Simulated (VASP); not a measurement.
Set up this calculation in VASP 6.6.1, as the native input.

* Task: single point
* Functional: PBE
* Potentials or basis: VASP PAW PBE potentials, release 64 (Rh_pv)
* Cutoff: 500 eV
* k mesh: 6 × 6 × 4
* Occupations: gaussian, width 0.1 eV
* Spin: no spin polarisation
* Dipole correction: no
* Further INCAR settings: ALGO = Normal; EDIFF = 1e-06; NBANDS = 22

The structure of Rh lies in POSCAR:

```
Rh
1.0
    2.7309790422      0.0000000000      0.0000000000
   -1.3654895211      2.3650972278      0.0000000000
    0.0000000000      0.0000000000      4.4284890000
Rh
2
Direct
    0.6666666667      0.3333333333      0.7500000000
    0.3333333333      0.6666666667      0.2500000000
```

The input as run:

INCAR

```
SYSTEM = Rh
PREC = Accurate
ENCUT = 500
EDIFF = 1E-6
ISMEAR = 0
SIGMA = 0.1
LREAL = .FALSE.
LASPH = .TRUE.
NELM = 120
ALGO = Normal
ISIF = 2
LWAVE = .FALSE.
LCHARG = .TRUE.
GGA = PE
LELF = .TRUE.
LVHAR = .TRUE.
NBANDS = 22
GGA_COMPAT = .FALSE.
```

KPOINTS

```
regular mesh
0
G
  6 6 4
  0 0 0
```

Potentials or basis: VASP PAW PBE potentials, release 64 (Rh_pv).

Command:

```console
$ cat potpaw_PBE.64/Rh_pv/POTCAR > POTCAR
$ mpirun -np 1 vasp_std > vasp.out
```

It gave:

```yaml
Pressure: -3.3 GPa
Band_gap_on_the_k_mesh: zero (band 15 reaches 11.88 eV, above the bottom of band 16 at 9.59 eV)
```

Caveat: the k points lie up to 0.44 Å⁻¹ apart.

Wall time 17 s on 1 thread of Intel Xeon 8259CL, with other jobs on the host, peak memory 0.14 GiB.
